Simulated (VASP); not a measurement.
CuAu, 2 atoms in the cell. The structure is tetragonal, space group P4/mmm (No. 123). The conventional cell has a = 2.811 Å, b = 2.811 Å, c = 3.685 Å, α = 90.00°, β = 90.00°, γ = 90.00°. Within 3.6 Å of Cu (site symmetry 4/mmm) lie 8 Au at 2.71 Å and 4 Cu at 2.81 Å. Au (site symmetry 4/mmm) has 8 Cu at 2.71 Å and 4 Au at 2.81 Å within 3.6 Å. 

| Property | Result |
| --- | --- |
| Program | VASP 6.6.1 |
| Task | relaxation of cell and atoms |
| Functional | r2SCAN |
| Potentials or basis | VASP PAW PBE potentials, release 64 (Cu, Au) |
| Cutoff | 600 eV |
| k mesh | 11 × 11 × 9 |
| Occupations | fermi-dirac, width 0.1 eV |
| Spin | no spin polarisation |
| Dipole correction | no |
| Further INCAR settings | ALGO = Normal; EDIFF = 1e-06; IBRION = 2; EDIFFG = -0.01; NSW = 80; ISIF = 3 |

Potentials or basis: VASP PAW PBE potentials, release 64 (Cu, Au).

Launch:

```console
$ cat potpaw_PBE.64/Cu/POTCAR potpaw_PBE.64/Au/POTCAR > POTCAR
$ cp INCAR.step1 INCAR
$ mpirun -np 1 vasp_std > vasp.out
$ cp INCAR.step2 INCAR
$ mpirun -np 1 vasp_std > vasp.out
```

Hardware: 1 thread of Intel(R) Xeon(R) Platinum 8559C (Emerald Rapids), on a shared host.

**Question.** Estimate the wall time of this run.

**Answer.** Run time: 6.5 min on 1 thread of Intel(R) Xeon(R) Platinum 8559C (Emerald Rapids) (shared host), peak memory 0.21 GiB. Counts: k points 105, ion steps 8.
